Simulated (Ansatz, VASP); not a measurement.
# CuO: VASP beside Ansatz

```
Cu O
1.0
     2.34465   -1.71340    0.00000
     2.34465    1.71340    0.00000
    -0.86055    0.00000    5.05944
Cu O
2 2
Direct
  0.00320 0.49680 0.00000
  0.49680 0.00320 0.50000
  0.57140 0.40560 0.25370
  0.40560 0.57140 0.75370
```

Alike in both runs: task single point; functional PBE; k mesh 16 × 16 × 8; occupations gaussian, width 0.1 eV; no spin polarisation.

|  | VASP | Ansatz |
| --- | --- | --- |
| version | VASP 6.6.1 | Ansatz 0.2.0 |
| potentials or method | VASP PAW PBE potentials, release 64 (Cu, O), cutoff 520 eV | scalar-relativistic, plane waves, PAW |
| valence electrons in the cell | 34 | 50 |

VASP gave:

```
gap on the k mesh at the Fermi level (eV)                     : none
pressure (GPa)                                                : 6.4
traceless stress, the component that is largest in VASP (GPa) : -1.79
rms of the force components (eV/Å)                            : 0.444
```

Q: Estimate Ansatz's values.

A: gap on the k mesh at the Fermi level (eV): none; pressure (GPa): 5.7; traceless stress, the component that is largest in VASP (GPa): -1.71; rms of the force components (eV/Å): 0.433.

Atom by atom the forces differ by 0.024 eV/Å (rms over components). A gap of «none» marks a metal or a gap that the smearing closes. VASP's potentials hold 34 valence electrons a cell and Ansatz's 50, so a difference there can come from the potentials and not from the codes.
